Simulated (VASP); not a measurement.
BiTe:

```
Bi Te
1.0
     0.00000    3.21329    3.21329
     3.21329    0.00000    3.21329
     3.21329    3.21329    0.00000
Bi Te
1 1
Direct
  0.00000 0.00000 0.00000
  0.50000 0.50000 0.50000
```

Base run:

| Property | Result |
| --- | --- |
| Program | VASP 6.6.1 |
| Functional | PBE |
| Potentials or basis | VASP PAW PBE potentials, release 64 (Bi_d, Te) |
| Cutoff | 520 eV |
| k mesh | 7 × 7 × 7 |
| Occupations | fermi-dirac, width 0.05 eV |
| Spin | no spin polarisation |

Its results: band gap on the k mesh zero (an odd number of electrons rules out a gap without spin polarisation); pressure 1.9 GPa.

**Question.** The run is repeated on the same cell with these changes: functional from PBE to r2SCAN; further incar settings from ALGO = Normal; EDIFF = 1e-06; NBANDS = 18 to ALGO = Normal; EDIFF = 1e-07; NBANDS = 18. What comes out?

**Answer.** Band gap on the k mesh zero (an odd number of electrons rules out a gap without spin polarisation); pressure 1.2 GPa.

Caveats: spin-orbit coupling is left out, which moves the levels of the heavy elements; the PAW data sets were made with another functional, which shifts forces and pressure a little (at least some runs).
